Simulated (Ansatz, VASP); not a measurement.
**One calculation of TiPt3, two programs**

File INCAR:

```
SYSTEM = TiPt3
ALGO = Normal
EDIFF = 1E-7
ENCUT = 520
GGA = PS
ISIF = 2
ISMEAR = -1
LASPH = .True.
LCHARG = .False.
LREAL = .False.
LWAVE = .False.
NBANDS = 29
NELM = 60
PREC = Accurate
SIGMA = 0.05
```

Contents of KPOINTS:

```
k-points
0
Gamma
  9 9 9
  0 0 0
```

The input POSCAR:

```
TiPt3
1.0
    3.8970000000      0.0000000000      0.0000000000
    0.0000000000      3.8970000000      0.0000000000
    0.0000000000      0.0000000000      3.9359700000
Ti Pt
1 3
Direct
    0.0000000000      0.0000000000      0.0000000000
    0.0000000000      0.5000000000      0.5000000000
    0.5000000000      0.0000000000      0.5000000000
    0.5000000000      0.5000000000      0.0000000000
```

Input for Ansatz:

```yaml
crystal:
  lattice:
    - [3.897, 0.0, 0.0]
    - [0.0, 3.897, 0.0]
    - [0.0, 0.0, 3.93597]
  atoms:
    - { symbol: Ti, position: [0.0, 0.0, 0.0] }
    - { symbol: Pt, position: [0.0, 0.5, 0.5] }
    - { symbol: Pt, position: [0.5, 0.0, 0.5] }
    - { symbol: Pt, position: [0.5, 0.5, 0.0] }
kpoints:
  mp_grid: { grid: [9, 9, 9] }
  band_path:
    path:
      - [0.0, 0.0, 0.0]
      - [0.0, 0.5, 0.0]
      - [0.5, 0.5, 0.0]
      - [0.0, 0.0, 0.0]
      - [0.0, 0.0, 0.5]
      - [0.0, 0.5, 0.5]
      - [0.5, 0.5, 0.5]
      - [0.0, 0.0, 0.5]
      - [0.0, 0.5, 0.0]
    npoints: 5
scf:
  occupations: { method: fermi_dirac, width: 0.05 }
hamiltonian:
  xc: pbesol
  pseudopotentials: { kind: all_electron, lapw: { basis_error: 0.0005 } }
output:
  forces: true
  stress: true
  eigenvalues: true
```

Change from the starting cell: zz strain of +1 %.

Alike in both runs: task single point; functional PBEsol; k mesh 9 × 9 × 9; occupations fermi-dirac, width 0.05 eV; no spin polarisation.

|  | VASP | Ansatz |
| --- | --- | --- |
| version | VASP 6.6.1 | Ansatz 0.2.0 |
| potentials or method | VASP PAW PBE potentials, release 64 (Ti_sv, Pt), cutoff 520 eV | all-electron LAPW, scalar-relativistic |

|  | VASP | Ansatz | Ansatz less VASP |
| --- | --- | --- | --- |
| pressure (GPa) | -2.3 | -2.1 | +0.25 |
| traceless stress, the component that is largest in VASP (GPa) | -1.18 | -1.18 | -0.004 |

VASP's potentials were made for PBE, not for PBEsol. Ansatz ran all-electron here, and VASP with PAW potentials.

Spin-orbit coupling is off throughout.
